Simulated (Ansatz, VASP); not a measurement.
# BN in VASP and in Ansatz

File INCAR:

```
SYSTEM = BN
  PREC = Accurate
  ENCUT = 520
  EDIFF = 1E-6
  ISMEAR = -1
  SIGMA = 0.02
  LREAL = .False.
  LASPH = .True.
  NELM = 100
  ALGO = Normal
  ISIF = 2
  LWAVE = .False.
  LCHARG = .False.
  GGA = PE
  NBANDS = 11
```

Contents of KPOINTS:

```
Automatic mesh
0
Gamma
  12 12 12
  0 0 0
```

POSCAR

```
BN
1.0
    0.0000000000      1.7458259401      1.7458259401
    1.7458259401      0.0000000000      1.7458259401
    1.7458259401      1.7458259401      0.0000000000
B N
1 1
Direct
    0.0000000000      0.0000000000      0.0000000000
    0.5000000000      0.5000000000      0.5000000000
```

Input for Ansatz:

```yaml
crystal:
  lattice:
    - [0.0, 1.7458259401, 1.7458259401]
    - [1.7458259401, 0.0, 1.7458259401]
    - [1.7458259401, 1.7458259401, 0.0]
  atoms:
    - { symbol: B, position: [0.0, 0.0, 0.0] }
    - { symbol: "N", position: [0.5, 0.5, 0.5] }
kpoints:
  mp_grid: { grid: [12, 12, 12] }
  band_path:
    path:
      - [0.0, 0.0, 0.0]
      - [0.5, 0.0, 0.5]
      - [0.625, 0.25, 0.625]
      - [0.375, 0.375, 0.75]
      - [0.5, 0.5, 0.5]
      - [0.5, 0.25, 0.75]
      - [0.0, 0.166667, -0.167969]
      - [0.0, 0.5, 0.5]
    npoints: 1
hamiltonian:
  xc: pbe
scf:
  occupations: { method: fermi_dirac, width: 0.02 }
  n_extra_bands: 4
output:
  forces: true
  stress: true
  eigenvalues: true
```

Alike in both runs: task single point; functional PBE; k mesh 12 × 12 × 12; occupations fermi-dirac, width 0.02 eV; no spin polarisation.

|  | VASP | Ansatz |
| --- | --- | --- |
| version | VASP 6.6.1 | Ansatz 0.2.0 |
| potentials or method | VASP PAW PBE potentials, release 64 (B, N) | plane waves, PAW |
| plane-wave cutoff (eV) | 520 | 420 |
| valence electrons in the cell | 8 | 8 |

```tsv
	VASP	Ansatz	Ansatz less VASP
gap on the k mesh at the Fermi level (eV)	1.20	1.20	+0.005
pressure (GPa)	3.9	3.9	+0.06
```
